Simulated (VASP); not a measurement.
Os:

```
Os
1.0
     2.73410    0.00000    0.00000
    -1.36705    2.36780    0.00000
     0.00000    0.00000    4.31970
Os
2
Direct
  0.33333 0.66667 0.25000
  0.66667 0.33333 0.75000
```

| Property | Result |
| --- | --- |
| Program | VASP 6.6.1 |
| Task | relaxation of volume and atoms at fixed shape |
| Functional | LDA |
| Potentials or basis | VASP PAW LDA potentials, release 64 (Os) |
| Cutoff | 600 eV |
| k mesh | 9 × 9 × 5 |
| Occupations | gaussian, width 0.1 eV |
| Spin | no spin polarisation |

At the start: pressure -8.1 GPa; volume 13.98 Å³/atom.

Task: How do energy, volume and symmetry change on relaxing?

Result: Over 3 steps the energy falls by 6.5 meV/atom and the volume is 13.74 Å³/atom (-1.8 %); space group P6_3/mmc (No. 194, to 0.05 Å).

Step by step:
| step | energy change (eV) | largest force (eV/Å) | pressure (GPa) | volume (Å³) |
| --- | --- | --- | --- | --- |
| 1 | 0.0000 | 0.0000 | -8.06 | 27.96 |
| 2 | 0.2929 | 0.0000 | 47.54 | 25.21 |
| 3 | -0.0131 | 0.0000 | -0.35 | 27.47 |

Final structure:
```
CELL_PARAMETERS angstrom
2.71798 0.00000 0.00000
-1.35899 2.35384 0.00000
0.00000 0.00000 4.29424
ATOMIC_POSITIONS crystal
Os 0.33333 0.66667 0.25000
Os 0.66667 0.33333 0.75000
```
